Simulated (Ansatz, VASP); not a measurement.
# W: VASP beside Ansatz

```xyz
1
Lattice="0.0000 2.0300 2.0300 2.0300 0.0000 2.0300 2.0300 2.0300 0.0000" Properties=species:S:1:pos:R:3 pbc="T T T"
W     0.0000    0.0000    0.0000
```

Alike in both runs: task relaxation of cell and atoms; functional PBE; k mesh 11 × 11 × 11; occupations fermi-dirac, width 0.05 eV; no spin polarisation.

```csv
,VASP,Ansatz
version,VASP 6.6.1,Ansatz 0.2.0
potentials or method,"VASP PAW PBE potentials, release 64 (W_sv)",Ansatz PAW
plane-wave cutoff (eV),600,420
valence electrons in the cell,14,14
```

```tsv
	VASP	Ansatz	Ansatz less VASP
gap on the k mesh at the Fermi level, each at its own relaxed structure (eV)	none	none	-
relaxed volume (Å³/atom)	16.48	16.45	-0.036
relaxed cell length with the largest relative difference (Å)	2.856	2.854	-0.0021
```

A gap of «none» marks a metal or a gap that the smearing closes.

Spin-orbit coupling is off throughout. Noted on Ansatz's run: the plane-wave basis is chosen anew once the cell has moved, so the energies of steps on either side of that aren't comparable.
